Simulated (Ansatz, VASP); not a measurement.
# MnO2 in VASP and in Ansatz

```
CELL_PARAMETERS angstrom
4.39830 0.00000 0.00000
0.00000 4.39830 0.00000
0.00000 0.00000 2.87300
ATOMIC_POSITIONS crystal
Mn 0.00000 0.00000 0.00000
Mn 0.50000 0.50000 0.50000
O 0.30515 0.30515 0.00000
O 0.19485 0.80515 0.50000
O 0.69485 0.69485 0.00000
O 0.80515 0.19485 0.50000
```

Alike in both runs: task single point; functional PBE; k mesh 6 × 6 × 10; occupations fermi-dirac, width 0.05 eV; no spin polarisation.

```csv
,VASP,Ansatz
version,VASP 6.6.1,Ansatz 0.2.0
potentials or method,"VASP PAW PBE potentials, release 64 (Mn_sv, O_h), cutoff 1340 eV",PAW plane waves
valence electrons in the cell,54,54
```

Ansatz gave:

* pressure (GPa): -6.0
* traceless stress, the component that is largest in VASP (GPa): -4.21
* rms of the force components (eV/Å): 0.123

**Question.** What did VASP give for the same quantities?

**Answer.** Pressure (GPa): -7.0; traceless stress, the component that is largest in VASP (GPa): -4.37; rms of the force components (eV/Å): 0.122.

Atom by atom the forces differ by 0.001 eV/Å (rms over components).
